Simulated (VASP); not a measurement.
# Ru (P6_3/mmc) in VASP: notebook

The runs below take Ru through single point, with PBE+D3(BJ).

All numbers are computed with VASP 6.6.1; they aren't measurements. Logs are shortened: lines on timing, memory, paths and dates and some standing lists are left out, and cuts for length are marked.

### 1 The cell of the first run

Symmetry: P6_3/mmc, No. 194, hexagonal system. The conventional cell has a = 2.711 Å, b = 2.711 Å, c = 4.250 Å, α = 90.00°, β = 90.00°, γ = 120.00°. Ru (site symmetry -6m2) has 12 Ru at 2.64 to 2.71 Å within 3.5 Å.

### 2 Single point, PBE+D3(BJ)

INCAR

```
ALGO = Normal
EDIFF = 1E-6
ENCUT = 520
GGA = PE
ISIF = 2
ISMEAR = -1
IVDW = 12
LASPH = True
LCHARG = False
LREAL = False
LWAVE = False
NBANDS = 21
NELM = 80
PREC = Accurate
SIGMA = 0.05
```

KPOINTS

```
k-points
0
Gamma
  10 10 5
```

POSCAR

```
Ru
1.0
    2.7108149849      0.0000000000      0.0000000000
   -1.3554074925      2.3476346419      0.0000000000
    0.0000000000      0.0000000000      4.2495959266
Ru
2
Direct
    0.3333333333      0.6666666667      0.2500000000
    0.6666666667      0.3333333333      0.7500000000
```

Potentials or basis: VASP PAW PBE potentials, release 64 (Ru_pv).

Launch:

```
$ cat potpaw_PBE.64/Ru_pv/POTCAR > POTCAR
$ mpirun -np 1 vasp_std > vasp.out
```

OUTCAR:

```text
EDIFF = 1E-6
   ENCUT = 520
   GGA = PE
   ISIF = 2
   ISMEAR = -1
   IVDW = 12
   LASPH = True
   LREAL = False
   NELM = 80
   PREC = Accurate
 IVDW          = 12

 ion  position               nearest neighbor table
   1  0.333  0.667  0.250-   2 2.64   2 2.64   2 2.64   2 2.64   2 2.64   2 2.64
   2  0.667  0.333  0.750-   1 2.64   1 2.64   1 2.64   1 2.64   1 2.64   1 2.64

  LATTYP: Found a hexagonal cell.
 ALAT       =     2.7108149849
 C/A-ratio  =     1.5676451363

  Lattice vectors:

 A1 = (   2.7108149849,   0.0000000000,   0.0000000000)
 A2 = (  -1.3554074925,   2.3476346419,   0.0000000000)
 A3 = (   0.0000000000,   0.0000000000,   4.2495959266)

Analysis of symmetry for initial positions (statically):
=====================================================================
 Subroutine PRICEL returns:
 Original cell was already a primitive cell.

 Routine SETGRP: Setting up the symmetry group for a
 hexagonal supercell.

 Subroutine GETGRP returns: Found 24 space group operations
 (whereof 12 operations were pure point group operations)
 out of a pool of 24 trial point group operations.

The static configuration has the point symmetry D_3d.
 The point group associated with its full space group is D_6h.

Analysis of symmetry for dynamics (positions and initial velocities):
=====================================================================
 Subroutine PRICEL returns:
 Original cell was already a primitive cell.

 Routine SETGRP: Setting up the symmetry group for a
 hexagonal supercell.

 Subroutine GETGRP returns: Found 24 space group operations
 (whereof 12 operations were pure point group operations)
 out of a pool of 24 trial point group operations.

The dynamic configuration has the point symmetry D_3d.
 The point group associated with its full space group is D_6h.

 Subroutine INISYM returns: Found 24 space group operations
 (whereof 12 operations are pure point group operations),
 and found     1 'primitive' translations

----------------------------------------------------------------------------------------

                                     Primitive cell

  volume of cell :      27.0444

  direct lattice vectors                    reciprocal lattice vectors
     2.710814985  0.000000000  0.000000000     0.368892752  0.212980330  0.000000000
    -1.355407492  2.347634642  0.000000000     0.000000000  0.425960659  0.000000000
     0.000000000  0.000000000  4.249595927     0.000000000  0.000000000  0.235316491

  length of vectors
     2.710814985  2.710814985  4.249595927     0.425960659  0.425960659  0.235316491

  position of ions in fractional coordinates (direct lattice)
     0.333333333  0.666666667  0.250000000
     0.666666667  0.333333333  0.750000000

  ion indices of the primitive-cell ions
   primitive index   ion index
                 1           1
                 2           2

----------------------------------------------------------------------------------------

 KPOINTS: k-points

Automatic generation of k-mesh.
 Grid dimensions read from file:
 generate k-points for:   10   10    5

 Generating k-lattice:

  Cartesian coordinates                     Fractional coordinates (reciprocal lattice)
     0.036889275  0.021298033  0.000000000     0.100000000  0.000000000  0.000000000
     0.000000000  0.042596066  0.000000000     0.000000000  0.100000000  0.000000000
     0.000000000  0.000000000  0.047063298     0.000000000  0.000000000  0.200000000

  Length of vectors
     0.042596066  0.042596066  0.047063298

  Shift w.r.t. Gamma in fractional coordinates (k-lattice)
     0.000000000  0.000000000  0.000000000

 Subroutine IBZKPT returns following result:
 ===========================================

 Found     42 irreducible k-points:

 Following reciprocal coordinates:
            Coordinates               Weight
  0.000000  0.000000  0.000000      1.000000
  0.100000  0.000000  0.000000      6.000000
  0.200000  0.000000  0.000000      6.000000
  0.300000  0.000000  0.000000      6.000000
  0.400000  0.000000  0.000000      6.000000
  0.500000  0.000000  0.000000      3.000000
[... 16 lines left out ...]
  0.300000  0.100000  0.200000     24.000000
  0.400000  0.100000  0.200000     24.000000
 [... further k-points ...]
   k-points           NKPTS =     42   k-points in BZ     NKDIM =     42   number of bands    NBANDS=     21
   number of dos      NEDOS =    301   number of ions     NIONS =      2
   total plane-waves  NPLWV =  12800
   dimension x,y,z NGX =    20 NGY =   20 NGZ =   32
   dimension x,y,z NGXF=    40 NGYF=   40 NGZF=   64
   ions per type =               2
   NGX,Y,Z   is equivalent  to a cutoff of  12.27, 12.27, 12.52 a.u.
   NGXF,Y,Z  is equivalent  to a cutoff of  24.53, 24.53, 25.04 a.u.
 SYSTEM =  unknown system
   PREC   = accura    normal or accurate (medium, high low for compatibility)
   ISTART =      0    job   : 0-new  1-cont  2-samecut
   ICHARG =      2    charge: 1-file 2-atom 10-const
   ISPIN  =      1    spin polarized calculation?
   LNONCOLLINEAR =      F non collinear calculations
   LSORBIT =      F    spin-orbit coupling
   LASPH  =      T    aspherical Exc in radial PAW
   ENCUT  =  520.0 eV  38.22 Ry    6.18 a.u.   5.04  5.04  7.90*2*pi/ulx,y,z
   NELM   =     80;   NELMIN=  2; NELMDL= -5     # of ELM steps
   EDIFF  = 0.1E-05   stopping-criterion for ELM
   LREAL  =      F    real-space projection
   EDIFFG = 0.1E-04   stopping-criterion for IOM
   NSW    =      0    number of steps for IOM
   IBRION =     -1    ionic relax: 0-MD 1-quasi-New 2-CG
   NFREE  =      0    steps in history (QN), initial steepest desc. (CG)
   ISIF   =      2    stress and relaxation
   ISYM   =      2    0-nonsym 1-usesym 2-fastsym
   POTIM  = 0.5000    time-step for ionic-motion
   TEBEG  =    0.0;   TEEND  =   0.0 temperature during run
   PSTRESS=    0.0 pullay stress
   NELECT =      28.0000    total number of electrons
   NUPDOWN=      -1.0000    fix difference up-down
   EMIN   =  10.00;   EMAX   =-10.00  energy-range for DOS
   EFERMI =   0.00;   METHOD = LEGACY
   ISMEAR =    -1;   SIGMA  =   0.05  broadening in eV -4-tet -1-fermi 0-gaus
   EFERMI_NEDOS =   21; number of points for ismear=-14 and -15
   IALGO  =     38    algorithm
   IMIX   =      4    mixing-type and parameters
     AMIX     =   0.40;   BMIX     =  1.00
     AMIX_MAG =   1.60;   BMIX_MAG =  1.00
  volume/ion in A,a.u.               =      13.52        91.25
  Fermi-wavevector in a.u.,A,eV,Ry     =   1.656157  3.129683 37.318821  2.742856
  Thomas-Fermi vector in A             =   2.744130
   LORBIT       =      0    0 simple, 1 ext, 2 COOP (PROOUT), +10 PAW based schemes
   GGA     = PE    functional components
   LHFCALC =     F    Hartree Fock is set to
   AEXX    =    0.0000 exact exchange contribution
   IVDW    =    12    specifies the selected vdW correction
   LEPSILON=     F    determine dielectric tensor
   LRPA    =     F    only Hartree local field effects (RPA)
 non-spin polarized calculation
  energy-cutoff  :      520.00
  volume of cell :       27.04
 maximum number of plane-waves:       740
   NGX = 11   NGY = 11   NGZ = 15

 number of electron      28.0000003 magnetization

 Free energy of the ion-electron system (eV)
  ---------------------------------------------------
  ext. energy  EPLUGINS =         0.00000000
  ---------------------------------------------------
  free energy    TOTEN  =       -18.46148904 eV

  energy without entropy =      -18.44080368  energy(sigma->0) =      -18.45114636

 E-fermi :  12.9683     XC(G=0): -14.1436

 val. band max:       12.9503235177   @ k =   0.1000   0.0000   0.4000
 cond. band min:      12.9709769382   @ k =   0.1000   0.1000   0.4000
 fundamental gap:      0.0206534205
 Fermi energy:        12.9682667699

 k-point     1 :       0.0000    0.0000    0.0000
  band No.  band energies     occupation
      1     -30.7699      2.00000
      2     -29.8080      2.00000
      3     -29.8080      2.00000
      4     -29.6270      2.00000
      5     -29.6270      2.00000
      6     -29.5885      2.00000
[... 13 lines left out ...]
     20      23.3394      0.00000
     21      23.4528      0.00000

 k-point     2 :       0.1000    0.0000    0.0000
  band No.  band energies     occupation
      1     -30.7356      2.00000
      2     -29.8781      2.00000
      3     -29.8321      2.00000
      4     -29.7002      2.00000
      5     -29.6363      2.00000
      6     -29.6054      2.00000
[... 13 lines left out ...]
     20      23.3393      0.00000
     21      23.4151      0.00000

 k-point     3 :       0.2000    0.0000    0.0000
  band No.  band energies     occupation
      1     -30.6390      2.00000
      2     -30.0619      2.00000
      3     -29.8924      2.00000
      4     -29.8865      2.00000
      5     -29.6628      2.00000
      6     -29.6560      2.00000
[... 13 lines left out ...]
     20      23.3393      0.00000
     21      23.3615      0.00000

 k-point     4 :       0.3000    0.0000    0.0000
  band No.  band energies     occupation
      1     -30.5000      2.00000
      2     -30.2892      2.00000
      3     -30.1069      2.00000
      4     -29.9633      2.00000
      5     -29.7382      2.00000
      6     -29.6984      2.00000
[... 13 lines left out ...]
     20      23.3391      0.00000
     21      23.3463      0.00000

 k-point     5 :       0.4000    0.0000    0.0000
  band No.  band energies     occupation
      1     -30.4727      2.00000
      2     -30.3542      2.00000
      3     -30.2779      2.00000
      4     -30.0186      2.00000
      5     -29.8375      2.00000
      6     -29.7287      2.00000
[... 13 lines left out ...]
     20      23.3390      0.00000
     21      23.7180      0.00000
[... 382 lines left out ...]
     20      23.3392      0.00000
     21      25.2134      0.00000

 k-point    22 :       0.2000    0.1000    0.2000
  band No.  band energies     occupation
      1     -30.5299      2.00000
      2     -30.1487      2.00000
      3     -30.0809      2.00000
      4     -29.9221      2.00000
      5     -29.7427      2.00000
      6     -29.7049      2.00000
[... 13 lines left out ...]
     20      23.3392      0.00000
     21      25.3581      0.00000

 k-point    23 :       0.3000    0.1000    0.2000
  band No.  band energies     occupation
      1     -30.5236      2.00000
      2     -30.3235      2.00000
      3     -30.1634      2.00000
      4     -29.9983      2.00000
      5     -29.8068      2.00000
      6     -29.7542      2.00000
[... 13 lines left out ...]
     20      23.3391      0.00000
     21      24.3772      0.00000

 k-point    24 :       0.4000    0.1000    0.2000
  band No.  band energies     occupation
      1     -30.5856      2.00000
      2     -30.4109      2.00000
      3     -30.1608      2.00000
      4     -30.0216      2.00000
      5     -29.8699      2.00000
      6     -29.7893      2.00000
[... 13 lines left out ...]
     20      23.3383      0.00000
     21      23.5440      0.00000

 [... further k-points ...]

------------------------ aborting loop because EDIFF is reached ----------------------------------------

 Edisp (eV)   -1.25345

 E8    (eV) :    -0.5719

  FORCE on cell =-STRESS in cart. coord.  units (eV):
  Direction    XX          YY          ZZ          XY          YZ          ZX
  --------------------------------------------------------------------------------------
  -------------------------------------------------------------------------------------
  Total      -0.30758    -0.30758    -0.29933     0.00000    -0.00000     0.00000
  in kB     -18.22156   -18.22156   -17.73280     0.00000    -0.00000     0.00000
  external pressure =      -18.06 kB  Pullay stress =        0.00 kB

 VOLUME and BASIS-vectors are now :
 -----------------------------------------------------------------------------
  energy-cutoff  :      520.00
  volume of cell :       27.04
      direct lattice vectors                 reciprocal lattice vectors
     2.710814985  0.000000000  0.000000000     0.368892752  0.212980330  0.000000000
    -1.355407492  2.347634642  0.000000000     0.000000000  0.425960659  0.000000000
     0.000000000  0.000000000  4.249595927     0.000000000  0.000000000  0.235316491

 POSITION                                       TOTAL-FORCE (eV/Angst)
 -----------------------------------------------------------------------------------
     -0.00000      1.56509      1.06240         0.000000     -0.000000      0.000000
      1.35541      0.78254      3.18720        -0.000000      0.000000      0.000000
 -----------------------------------------------------------------------------------
    total drift:                               -0.000000      0.000000     -0.000000

  FREE ENERGIE OF THE ION-ELECTRON SYSTEM (eV)
  ---------------------------------------------------
  free  energy   TOTEN  =       -19.7149423149 eV

  energy  without entropy=      -19.6942569524  energy(sigma->0) =      -19.70459963
```

Run time: 30 s. Hardware: 1 thread of Intel Xeon 8259CL, shared host; peak memory 0.15 GiB.

What came out:

```yaml
Free_energy: -19.7149 eV
Pressure: -1.8 GPa
Band_gap_on_the_k_mesh: zero (band 14 reaches 14.40 eV, above the bottom of band 15 at 11.28 eV)
Dispersion_energy_per_atom: -0.627 eV
```

Caveat: three body term missing; pairwise dispersion overbinds metals, which lowers pressure and volume.

### 3 Single point, PBE+D3(BJ)

This run uses another cell than the first one, of 13.61 Å³/atom, 1.007 times its volume.

INCAR

```
PREC = Accurate ; ENCUT = 520
EDIFF = 1E-6 ; ISMEAR = -1
SIGMA = 0.05 ; LREAL = False
LASPH = True ; NELM = 60
ALGO = Normal ; ISIF = 2
LWAVE = False ; LCHARG = True
GGA = PE ; IVDW = 12
LELF = True ; LVHAR = True
NBANDS = 21
```

KPOINTS

```
regular mesh
0
Gamma
  10 10 5
```

POSCAR

```
Ru
1.0
    2.6800000000      0.0000000000      0.0000000000
   -1.3400000000      2.3209480821      0.0000000000
    0.0000000000      0.0000000000      4.3764400000
Ru
2
Direct
    0.3333333333      0.6666666667      0.2500000000
    0.6666666667      0.3333333333      0.7500000000
```

Potentials or basis: VASP PAW PBE potentials, release 64 (Ru_pv).

Launch:

```
$ cat potpaw_PBE.64/Ru_pv/POTCAR > POTCAR
$ mpirun -np 1 vasp_std > vasp.out
```

Run time: 34 s. Hardware: 1 thread of Intel Xeon 8259CL, shared host; peak memory 0.16 GiB.

Results (log left out):

- Free energy: -19.6707 eV
- Pressure: -3.9 GPa
- Band gap on the k mesh: zero (band 14 reaches 14.41 eV, above the bottom of band 15 at 11.43 eV)
- Dispersion energy per atom: -0.622 eV

Stress tensor (GPa, compression positive):
```
  1.98   0.00   0.00
  0.00   1.98   0.00
  0.00   0.00 -15.69
```

Levels at points of the mesh, in eV from the Fermi level:
| k point | band 10 | band 11 | band 12 | band 13 | band 14 | band 15 | band 16 | band 17 | band 18 | band 19 |
| --- | --- | --- | --- | --- | --- | --- | --- | --- | --- | --- |
| (0.00, 0.00, 0.00) | -2.59 | -2.59 | -1.99 | -1.99 | -1.19 | -1.19 | 0.89 | 1.14 | 1.14 | 9.80 |
| (0.50, 0.00, 0.00) | -2.82 | -2.30 | -1.72 | -1.71 | 1.58 | 1.73 | 1.93 | 4.08 | 6.16 | 10.39 |

Caveat: three body term missing; pairwise dispersion overbinds metals, which lowers pressure and volume.

### 4 Single point, PBE+D3(BJ)

This run uses another cell than the first one, of 13.61 Å³/atom, 1.007 times its volume.

INCAR

```
SYSTEM = Ru
PREC     = Accurate       ! precision mode
ENCUT    = 520            ! plane-wave cutoff, eV
EDIFF    = 1E-6           ! SCF threshold, eV
ISMEAR   = -1             ! smearing method
SIGMA    = 0.05           ! smearing width, eV
LREAL    = .False.        ! projectors in reciprocal space
LASPH    = .True.         ! aspherical terms in the spheres
NELM     = 60             ! most SCF steps
ALGO     = Normal         ! electronic algorithm
ISIF     = 2              ! what is computed and relaxed
LWAVE    = .False.        ! write WAVECAR
LCHARG   = .False.        ! write CHGCAR
GGA      = PE             ! functional
IVDW     = 12             ! dispersion correction
NBANDS   = 21             ! bands
```

KPOINTS

```
Automatic mesh
0
Gamma
  10 10 5
  0 0 0
```

POSCAR is that of step 3.

Potentials or basis: VASP PAW PBE potentials, release 64 (Ru_pv).

Launch:

```
$ cat potpaw_PBE.64/Ru_pv/POTCAR > POTCAR
$ mpirun -np 1 vasp_std > vasp.out
```

OUTCAR:

```text
SYSTEM = Ru
   PREC = Accurate
   ENCUT = 520
   EDIFF = 1E-6
   ISMEAR = -1
   LREAL = .False.
   LASPH = .True.
   NELM = 60
   ISIF = 2
   GGA = PE
   IVDW = 12
 IVDW          = 12

 ion  position               nearest neighbor table
   1  0.333  0.667  0.250-   2 2.68   2 2.68   2 2.68   2 2.68   2 2.68   2 2.68
   2  0.667  0.333  0.750-   1 2.68   1 2.68   1 2.68   1 2.68   1 2.68   1 2.68

  LATTYP: Found a hexagonal cell.
 ALAT       =     2.6800000000
 C/A-ratio  =     1.6330000000

  Lattice vectors:

 A1 = (   2.6800000000,   0.0000000000,   0.0000000000)
[... 765 lines left out ...]

 Edisp (eV)   -1.24487

 E8    (eV) :    -0.5679

  FORCE on cell =-STRESS in cart. coord.  units (eV):
  Direction    XX          YY          ZZ          XY          YZ          ZX
  --------------------------------------------------------------------------------------
  -------------------------------------------------------------------------------------
  Total       0.33579     0.33579    -2.66600     0.00000     0.00000    -0.00000
  in kB      19.76306    19.76306  -156.90971     0.00000     0.00000    -0.00000
  external pressure =      -39.13 kB  Pullay stress =        0.00 kB

 VOLUME and BASIS-vectors are now :
 -----------------------------------------------------------------------------
  energy-cutoff  :      520.00
  volume of cell :       27.22
      direct lattice vectors                 reciprocal lattice vectors
     2.680000000  0.000000000  0.000000000     0.373134328  0.215429205  0.000000000
    -1.340000000  2.320948082  0.000000000     0.000000000  0.430858410  0.000000000
     0.000000000  0.000000000  4.376440000     0.000000000  0.000000000  0.228496221

 POSITION                                       TOTAL-FORCE (eV/Angst)
 -----------------------------------------------------------------------------------
     -0.00000      1.54730      1.09411         0.000000     -0.000000      0.000000
      1.34000      0.77365      3.28233        -0.000000      0.000000      0.000000
 -----------------------------------------------------------------------------------
    total drift:                               -0.000000      0.000000     -0.000000

  FREE ENERGIE OF THE ION-ELECTRON SYSTEM (eV)
  ---------------------------------------------------
  free  energy   TOTEN  =       -19.6706500175 eV

  energy  without entropy=      -19.6473075970  energy(sigma->0) =      -19.65897881
```

Run time: 32 s. Hardware: 1 thread of Intel Xeon 8259CL, shared host; peak memory 0.16 GiB.

Results:

| Quantity | Value |
| --- | --- |
| Free energy | -19.6707 eV |
| Pressure | -3.9 GPa |
| Band gap on the k mesh | zero (band 14 reaches 14.41 eV, above the bottom of band 15 at 11.43 eV) |
| Dispersion energy per atom | -0.622 eV |

Caveat: three body term missing; pairwise dispersion overbinds metals, which lowers pressure and volume.
